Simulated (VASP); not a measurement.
BaAg2As2:

```
Ba Ag As
1.0
    -2.30125    2.30125    5.43360
     2.30125   -2.30125    5.43360
     2.30125    2.30125   -5.43360
Ba Ag As
1 2 2
Direct
  0.00000 0.00000 0.00000
  0.75000 0.25000 0.50000
  0.25000 0.75000 0.50000
  0.38420 0.38420 0.00000
  0.61580 0.61580 0.00000
```

```yaml
Program: VASP 6.6.1
Task: relaxation of cell and atoms
Functional: PBE
Potentials_or_basis: VASP PAW PBE potentials, release 64 (Ba_sv, Ag, As)
Cutoff: 600 eV
k_mesh: 8 × 8 × 8
Occupations: fermi-dirac, width 0.1 eV
Spin: no spin polarisation
```

At the start: pressure 3.0 GPa; volume 23.02 Å³/atom.

**Question.** How do energy, volume and symmetry change on relaxing?

**Answer.** Over 11 steps the energy falls by 16.2 meV/atom and the volume is 24.11 Å³/atom (+4.7 %); space group I4/mmm (No. 139, to 0.1 Å) before and after.

The path:
```tsv
step	energy change (eV)	largest force (eV/Å)	pressure (GPa)	volume (Å³)
1	0.0000	0.2695	3.02	115.10
2	-0.0639	0.0369	-0.79	122.47
3	-0.0660	0.0639	-0.27	121.29
4	-0.0727	0.0069	-0.13	120.96
5	-0.0776	0.1114	0.14	120.35
6	-0.0777	0.1184	0.16	120.30
7	-0.0795	0.0826	-0.07	120.76
8	-0.0799	0.0596	-0.22	121.05
9	-0.0808	0.0111	0.05	120.45
10	-0.0808	0.0139	0.03	120.48
11	-0.0808	0.0016	-0.01	120.56
```

Final structure:
```
Ba Ag As
1.0
    -2.29294    2.29294    5.73263
     2.29294   -2.29294    5.73263
     2.29294    2.29294   -5.73263
Ba Ag As
1 2 2
Direct
  0.00000 0.00000 0.00000
  0.75000 0.25000 0.50000
  0.25000 0.75000 0.50000
  0.38397 0.38397 0.00000
  0.61604 0.61604 0.00000
```
